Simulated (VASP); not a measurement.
# Al12O: single point with PBE

Slab: Al12O, a slab with vacuum.

```
Al O
1.0
     5.71430    0.00000    0.00000
     0.00000    5.71430    0.00000
     0.00000    0.00000   19.67502
Al O
12 1
Direct
  0.25000 0.25000 0.20330
  0.25000 0.75000 0.20330
  0.75000 0.25000 0.20330
  0.75000 0.75000 0.20330
  0.00000 0.00000 0.30928
  0.00000 0.50000 0.30928
  0.50000 0.00000 0.30928
  0.50000 0.50000 0.30928
  0.25000 0.25000 0.41550
  0.25000 0.75000 0.41550
  0.75000 0.25000 0.41550
  0.75000 0.75000 0.41550
  0.25000 0.25000 0.49991
```

| Quantity | Value |
| --- | --- |
| Program | VASP 6.6.1 |
| Task | single point |
| Functional | PBE |
| Potentials or basis | VASP PAW PBE potentials, release 64 (Al, O) |
| Cutoff | 520 eV |
| k mesh | 5 × 5 × 1 |
| Occupations | gaussian, width 0.1 eV |
| Spin | no spin polarisation |
| Dipole correction | yes |
| Further INCAR settings | ALGO = Normal; EDIFF = 1e-07; NBANDS = 33 |

```
Largest force          : 0.856 eV/Å
Band gap on the k mesh : zero (band 21 reaches -0.42 eV, above the bottom of band 22 at -1.21 eV)
```

Forces in eV/Å, atoms in the order of the input:
```
Al   0.000  0.000  0.123
Al   0.000  0.000  0.107
Al   0.000  0.000  0.107
Al   0.000  0.000 -0.006
Al   0.042  0.042  0.015
Al   0.042 -0.042  0.015
Al  -0.042  0.042  0.015
Al  -0.042 -0.042  0.015
Al   0.000  0.000 -0.856
Al   0.000  0.000  0.161
Al   0.000  0.000  0.161
Al   0.000  0.000  0.044
O    0.000  0.000  0.100
```

Levels at points of the mesh, in eV from the Fermi level:
| k point | band 18 | band 19 | band 20 | band 21 | band 22 | band 23 | band 24 | band 25 |
| --- | --- | --- | --- | --- | --- | --- | --- | --- |
| (0.00, 0.00, 0.00) | -1.45 | -0.72 | -0.70 | -0.35 | 0.04 | 0.04 | 0.15 | 0.65 |

It took 6.1 min on 1 thread of AMD EPYC 7R43 64-Core Processor (Zen 3), on a shared host, peak memory 0.55 GiB.
